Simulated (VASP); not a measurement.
# TaC (Fm-3m) in VASP: notebook

TaC is run at these levels: PBE; tasks: single point.

All numbers are computed with VASP 6.6.1; they aren't measurements. Logs are shortened: lines on timing, memory, paths and dates and some standing lists are left out, and cuts for length are marked.

## (1) The cell of the first run

It takes space group Fm-3m (No. 225, cubic). The conventional cell has a = 4.446 Å, b = 4.446 Å, c = 4.446 Å, α = 90.00°, β = 90.00°, γ = 90.00°. Within 2.9 Å of Ta (site symmetry m-3m) lie 6 C at 2.22 Å. Within 2.9 Å of C (site symmetry m-3m) lie 6 Ta at 2.22 Å.

## (2) Single point, PBE

Contents of INCAR:

```
ALGO = Normal
EDIFF = 1E-6
ENCUT = 600
GGA = PE
GGA_COMPAT = F
ISIF = 2
ISMEAR = 1
LASPH = T
LCHARG = T
LELF = T
LREAL = F
LVHAR = T
LWAVE = F
NBANDS = 14
NELM = 120
PREC = Accurate
SIGMA = 0.1
```

Contents of KPOINTS:

```
k-points
0
Gamma
  4 4 4
```

Contents of POSCAR:

```
TaC
1.0
    0.0000000000      2.2230000000      2.2230000000
    2.2230000000      0.0000000000      2.2230000000
    2.2230000000      2.2230000000      0.0000000000
Ta C
1 1
Direct
    0.0000000000      0.0000000000      0.0000000000
    0.5000000000      0.5000000000      0.5000000000
```

Potentials or basis: VASP PAW PBE potentials, release 64 (Ta_pv, C).

Launch:

```
cat potpaw_PBE.64/Ta_pv/POTCAR potpaw_PBE.64/C/POTCAR > POTCAR
mpirun -np 1 vasp_std > vasp.out
```

OUTCAR:

```text
EDIFF = 1E-6
   ENCUT = 600
   GGA = PE
   ISIF = 2
   ISMEAR = 1
   LASPH = T
   LREAL = F
   NELM = 120
   PREC = Accurate

 ion  position               nearest neighbor table
   1  0.000  0.000  0.000-   2 2.22   2 2.22   2 2.22   2 2.22   2 2.22   2 2.22
   2  0.500  0.500  0.500-   1 2.22   1 2.22   1 2.22   1 2.22   1 2.22   1 2.22

  LATTYP: Found a face centered cubic cell.
 ALAT       =     4.4460000000

  Lattice vectors:

 A1 = (   0.0000000000,   2.2230000000,   2.2230000000)
 A2 = (   2.2230000000,   0.0000000000,   2.2230000000)
 A3 = (   2.2230000000,   2.2230000000,   0.0000000000)

Analysis of symmetry for initial positions (statically):
=====================================================================
 Subroutine PRICEL returns:
 Original cell was already a primitive cell.

 Routine SETGRP: Setting up the symmetry group for a
 face centered cubic supercell.

 Subroutine GETGRP returns: Found 48 space group operations
 (whereof 48 operations were pure point group operations)
 out of a pool of 48 trial point group operations.

The static configuration has the point symmetry O_h .

Analysis of symmetry for dynamics (positions and initial velocities):
=====================================================================
 Subroutine PRICEL returns:
 Original cell was already a primitive cell.

 Routine SETGRP: Setting up the symmetry group for a
 face centered cubic supercell.

 Subroutine GETGRP returns: Found 48 space group operations
 (whereof 48 operations were pure point group operations)
 out of a pool of 48 trial point group operations.

The dynamic configuration has the point symmetry O_h .

 Subroutine INISYM returns: Found 48 space group operations
 (whereof 48 operations are pure point group operations),
 and found     1 'primitive' translations

----------------------------------------------------------------------------------------

                                     Primitive cell

  volume of cell :      21.9709

  direct lattice vectors                    reciprocal lattice vectors
     0.000000000  2.223000000  2.223000000    -0.224921278  0.224921278  0.224921278
     2.223000000  0.000000000  2.223000000     0.224921278 -0.224921278  0.224921278
     2.223000000  2.223000000  0.000000000     0.224921278  0.224921278 -0.224921278

  length of vectors
     3.143796749  3.143796749  3.143796749     0.389575080  0.389575080  0.389575080

  position of ions in fractional coordinates (direct lattice)
     0.000000000  0.000000000  0.000000000
     0.500000000  0.500000000  0.500000000
[... 72 lines left out ...]
   NUPDOWN=      -1.0000    fix difference up-down
   EMIN   =  10.00;   EMAX   =-10.00  energy-range for DOS
   EFERMI =   0.00;   METHOD = LEGACY
   ISMEAR =     1;   SIGMA  =   0.10  broadening in eV -4-tet -1-fermi 0-gaus
   EFERMI_NEDOS =   21; number of points for ismear=-14 and -15
   IALGO  =     38    algorithm
   IMIX   =      4    mixing-type and parameters
     AMIX     =   0.40;   BMIX     =  1.00
     AMIX_MAG =   1.60;   BMIX_MAG =  1.00
  volume/ion in A,a.u.               =      10.99        74.13
  Fermi-wavevector in a.u.,A,eV,Ry     =   1.441526  2.724089 28.272865  2.077997
  Thomas-Fermi vector in A             =   2.560148
   LORBIT       =      0    0 simple, 1 ext, 2 COOP (PROOUT), +10 PAW based schemes
   GGA     = PE    functional components
   LHFCALC =     F    Hartree Fock is set to
   AEXX    =    0.0000 exact exchange contribution
   IVDW    =     0    specifies the selected vdW correction
   LEPSILON=     F    determine dielectric tensor
   LRPA    =     F    only Hartree local field effects (RPA)
 non-spin polarized calculation
 Methfessel and Paxton  Order N= 1 SIGMA  =   0.10
  energy-cutoff  :      600.00
  volume of cell :       21.97
 maximum number of plane-waves:       754
 NGX is ok and might be reduce to    28
   NGX = 13   NGY = 13   NGZ = 13

 number of electron      14.9999999 magnetization

 Free energy of the ion-electron system (eV)
  ---------------------------------------------------
  ext. energy  EPLUGINS =         0.00000000
  ---------------------------------------------------
  free energy    TOTEN  =       -22.06313297 eV

  energy without entropy =      -22.05811546  energy(sigma->0) =      -22.06146047

 E-fermi :   8.0527     XC(G=0): -13.2384

 val. band max:        8.0359172878   @ k =   0.0000   0.0000   0.0000
 cond. band min:       8.8621450721   @ k =   0.2500   0.0000   0.0000
 fundamental gap:      0.8262277843
 Fermi energy:         8.0526753206

 k-point     1 :       0.0000    0.0000    0.0000
  band No.  band energies     occupation
      1     -26.6676      2.00000
      2     -26.6676      2.00000
      3     -26.6676      2.00000
      4      -6.3717      2.00000
      5       7.0843      2.00000
      6       7.0843      2.00000
      7       7.0843      2.00000
      8       8.0359      1.27927
      9       8.0359      1.27927
     10       8.0359      1.27927
     11       9.0850     -0.00000
     12       9.0850     -0.00000
     13      15.1424      0.00000
     14      18.5056      0.00000
[... 105 lines left out ...]
      1     -27.1190      2.00000
      2     -27.1190      2.00000
      3     -26.9315      2.00000
      4      -3.3492      2.00000
      5       3.1586      2.00000
      6       3.4548      2.00000
      7       3.4548      2.00000
      8      10.0920      0.00000
      9      10.0920      0.00000
     10      12.5553      0.00000
     11      13.4494      0.00000
     12      14.8887      0.00000
     13      21.0643      0.00000
     14      21.4158      0.00000

------------------------ aborting loop because EDIFF is reached ----------------------------------------

  FORCE on cell =-STRESS in cart. coord.  units (eV):
  Direction    XX          YY          ZZ          XY          YZ          ZX
  --------------------------------------------------------------------------------------
  -------------------------------------------------------------------------------------
  Total        1.1868117      1.1868117      1.1868117     -0.0000000     -0.0000000      0.0000000
  in kB       86.5454060     86.5454060     86.5454060     -0.0000000     -0.0000000      0.0000000
  external PRESSURE =      86.5454060 kB  Pullay stress =       0.0000000 kB

 VOLUME and BASIS-vectors are now :
 -----------------------------------------------------------------------------
  energy-cutoff  :      600.00
  volume of cell :       21.97
      direct lattice vectors                 reciprocal lattice vectors
     0.000000000  2.223000000  2.223000000    -0.224921278  0.224921278  0.224921278
     2.223000000  0.000000000  2.223000000     0.224921278 -0.224921278  0.224921278
     2.223000000  2.223000000  0.000000000     0.224921278  0.224921278 -0.224921278

 POSITION                                       TOTAL-FORCE (eV/Angst)
 -----------------------------------------------------------------------------------
      0.00000      0.00000      0.00000         0.000000     -0.000000      0.000000
      2.22300      2.22300      2.22300        -0.000000      0.000000     -0.000000
 -----------------------------------------------------------------------------------
    total drift:                                0.000000      0.000000      0.000000

  FREE ENERGIE OF THE ION-ELECTRON SYSTEM (eV)
  ---------------------------------------------------
  free  energy   TOTEN  =       -22.0631329750 eV

  energy  without entropy=      -22.0581154636  energy(sigma->0) =      -22.06146047
```

OSZICAR:

```text
N       E                     dE             d eps       ncg     rms          rms(c)
DAV:   1     0.958519865846E+02    0.95852E+02   -0.85834E+03   224   0.118E+03
DAV:   2    -0.220273193922E+02   -0.11788E+03   -0.11246E+03   278   0.318E+02
DAV:   3    -0.256143204729E+02   -0.35870E+01   -0.35419E+01   272   0.484E+01
DAV:   4    -0.256428222886E+02   -0.28502E-01   -0.28482E-01   242   0.468E+00
DAV:   5    -0.256429550253E+02   -0.13274E-03   -0.13274E-03   266   0.309E-01    0.248E+01
DAV:   6    -0.221156330695E+02    0.35273E+01   -0.84438E+00   256   0.251E+01    0.891E+00
DAV:   7    -0.220935239926E+02    0.22109E-01   -0.44560E-01   278   0.499E+00    0.607E+00
DAV:   8    -0.220664474634E+02    0.27077E-01   -0.85204E-02   254   0.278E+00    0.155E+00
DAV:   9    -0.220633071146E+02    0.31403E-02   -0.64575E-03   242   0.930E-01    0.202E-01
DAV:  10    -0.220635258257E+02   -0.21871E-03   -0.15032E-03   266   0.304E-01    0.146E-01
DAV:  11    -0.220631344960E+02    0.39133E-03   -0.44368E-04   242   0.187E-01    0.163E-02
DAV:  12    -0.220631365639E+02   -0.20679E-05   -0.33730E-05   260   0.435E-02    0.148E-02
DAV:  13    -0.220631332427E+02    0.33212E-05   -0.57960E-06   260   0.228E-02    0.573E-03
DAV:  14    -0.220631329750E+02    0.26771E-06   -0.57518E-07   148   0.812E-03
   1 F= -.22063133E+02 E0= -.22061460E+02  d E =-.501751E-02
```

stdout:

```text
POSCAR found type information on POSCAR TaC
 POSCAR found :  2 types and       2 ions
 scaLAPACK will be used
 LDA part: xc-table for (Slater+PW92), standard interpolation
 POSCAR, INCAR and KPOINTS ok, starting setup
 FFT: planning ... GRIDC
 FFT: planning ... GRID_SOFT
 FFT: planning ... GRID
 WAVECAR not read
 entering main loop
```

Run time: 5.9 s. Hardware: 1 thread of AMD EPYC 7R13 (Zen 3), shared host; peak memory 0.13 GiB.

Results:

```yaml
Free_energy: -22.0631 eV
Pressure: 8.7 GPa
```

Levels at points of the mesh, in eV from the Fermi level:
| k point | band 4 | band 5 | band 6 | band 7 | band 8 | band 9 | band 10 | band 11 |
| --- | --- | --- | --- | --- | --- | --- | --- | --- |
| (0.00, 0.00, 0.00) | -14.42 | -0.97 | -0.97 | -0.97 | -0.02 | -0.02 | -0.02 | 1.03 |
| (0.50, 0.00, 0.00) | -9.92 | -8.36 | -5.10 | -5.10 | 3.11 | 3.11 | 4.13 | 5.83 |
| (0.50, 0.50, 0.00) | -12.31 | -4.20 | -4.20 | -1.32 | -1.32 | 3.00 | 4.49 | 4.49 |

Caveat: the k points lie up to 0.61 Å⁻¹ apart; spin-orbit coupling is left out, which moves the levels of the heavy elements.

## (3) Single point, PBE

Contents of INCAR:

```
SYSTEM = TaC
PREC = Accurate
ENCUT = 600
EDIFF = 1E-6
ISMEAR = 1
SIGMA = 0.1
LREAL = .FALSE.
LASPH = .TRUE.
NELM = 120
ALGO = Normal
ISIF = 2
LWAVE = .FALSE.
LCHARG = .FALSE.
GGA = PE
NBANDS = 14
GGA_COMPAT = .FALSE.
```

Contents of KPOINTS:

```
regular mesh
0
G
  5 5 5
  0 0 0
```

POSCAR is that of step 2.

Potentials or basis: VASP PAW PBE potentials, release 64 (Ta_pv, C).

Launch:

```
cat potpaw_PBE.64/Ta_pv/POTCAR potpaw_PBE.64/C/POTCAR > POTCAR
mpirun -np 1 vasp_std > vasp.out
```

It took 5.7 s on 1 thread of AMD EPYC 7R13 (Zen 3), shared host; peak memory 0.13 GiB.

It converged, with:

```yaml
Free_energy: -22.2189 eV
Pressure: 7.3 GPa
```

Levels at points of the mesh, in eV from the Fermi level:
```
           k point  band 5  band 6  band 7  band 8  band 9  band 10  band 11  band 12
(0.00, 0.00, 0.00)   -1.28   -1.28   -1.28   -0.42   -0.42    -0.42     0.72     0.72
```

Caveat: the k points lie up to 0.49 Å⁻¹ apart; spin-orbit coupling is left out, which moves the levels of the heavy elements.

## (4) Single point, PBE

Contents of INCAR:

```
SYSTEM = TaC
PREC = Accurate ; ENCUT = 600
EDIFF = 1E-6 ; ISMEAR = 1
SIGMA = 0.1 ; LREAL = .FALSE.
LASPH = .TRUE. ; NELM = 120
ALGO = Normal ; ISIF = 2
LWAVE = .FALSE. ; LCHARG = .FALSE.
GGA = PE ; NBANDS = 14
GGA_COMPAT = .FALSE.
```

Contents of KPOINTS:

```
Automatic mesh
0
G
  11 11 11
  0 0 0
```

POSCAR is that of step 3.

Launch:

```
cat potpaw_PBE.64/Ta_pv/POTCAR potpaw_PBE.64/C/POTCAR > POTCAR
mpirun -np 1 vasp_std > vasp.out
```

Run time: 18 s. Hardware: 1 thread of AMD EPYC 7R13 (Zen 3), shared host; peak memory 0.14 GiB.

The run converged. Its results:

```yaml
Free_energy: -22.1906 eV
Pressure: 7.3 GPa
```

Levels at points of the mesh, in eV from the Fermi level:
```csv
k point,band 5,band 6,band 7,band 8,band 9,band 10,band 11,band 12
"(0.00, 0.00, 0.00)",-1.47,-1.47,-1.47,-0.62,-0.62,-0.62,0.53,0.53
```

Caveat: spin-orbit coupling is left out, which moves the levels of the heavy elements.

## (5) The runs side by side

```tsv
k mesh	gap on the mesh (eV)	pressure (GPa)
4 × 4 × 4	none	8.7
5 × 5 × 5	none	7.3
11 × 11 × 11	none	7.3
```

Alike in all rows: task single point; level PBE; potentials or basis VASP PAW PBE potentials, release 64 (Ta_pv, C); no spin polarisation; cell as given; cutoff (eV) 600; smearing methfessel-paxton 0.1 eV.

Caveats: some runs use coarse meshes; spin-orbit coupling is left out, which moves the levels of the heavy elements.

Absolute energies hang on the potentials; compare differences alone.
